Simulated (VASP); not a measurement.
Wanted: the native input for a VASP 6.6.1 run.

```yaml
Task: single point
Functional: PBE
Potentials_or_basis: VASP PAW PBE potentials, release 64 (Sn_d, Se)
Cutoff: 520 eV
k_mesh: 5 × 5 × 1
Occupations: fermi-dirac, width 0.0166 eV
Spin: collinear spin
Starting_moments: "[-1.0, 2.0, 1.0, 4.0, -2.0, 1.0, -0.5, 1.0] μB"
Dipole_correction: no
Further_INCAR_settings: ALGO = Normal; EDIFF = 1e-07; NBANDS = 54
```

The structure of SnSe lies in POSCAR:

```
SnSe
1.0
    3.9829100000      0.0000000000      0.0000000000
   -1.9914550000      3.4493050000      0.0000000000
    0.0000000000      0.0000000000     16.9438670000
Sn Se
4 4
Direct
    0.3333300000      0.6666700000      0.1770000000
    0.6666600000      0.3333300000      0.6770000000
    0.3333300000      0.6666700000      0.3230000000
    0.6666700000      0.3333400000      0.8230000000
    0.3333300000      0.6666700000      0.6000000000
    0.6666600000      0.3333300000      0.1000000000
    0.3333300000      0.6666700000      0.9000000000
    0.6666700000      0.3333400000      0.4000000000
```

One way to write it, as run:

INCAR

```
PREC = Accurate
ENCUT = 520
EDIFF = 1E-7
ISMEAR = -1
SIGMA = 0.0166
LREAL = False
LASPH = True
NELM = 150
ALGO = Normal
ISIF = 2
LWAVE = False
LCHARG = False
ISPIN = 2
MAGMOM = -1 2 1 4 -2 1 -0.5 1
LORBIT = 11
GGA = PE
NBANDS = 54
```

KPOINTS

```
regular mesh
0
Gamma
  5 5 1
```

Potentials or basis: VASP PAW PBE potentials, release 64 (Sn_d, Se).

Command:

```sh
$ cat potpaw_PBE.64/Sn_d/POTCAR potpaw_PBE.64/Se/POTCAR > POTCAR
$ mpirun -np 1 vasp_std > vasp.out
```

Results of the run:

* Pressure: 9.6 GPa
* Largest force: 3.117 eV/Å
* Net moment: 0.24 μB per cell
* Valence electrons inside the program's atomic spheres: Sn 12.39; Se 3.82

Caveat: the k points lie up to 0.37 Å⁻¹ apart; this functional lacks dispersion, which binds layers or chains, so the pressure and a relaxed spacing across them are unreliable; forces of over 1 eV/Å act on the atoms, so gaps and moduli don't describe the material at rest.

Run time: 21 min on 1 thread of Intel(R) Xeon(R) Platinum 8259CL CPU @ 2.50GHz (Skylake/Cascade Lake), on a shared host, peak memory 0.54 GiB.
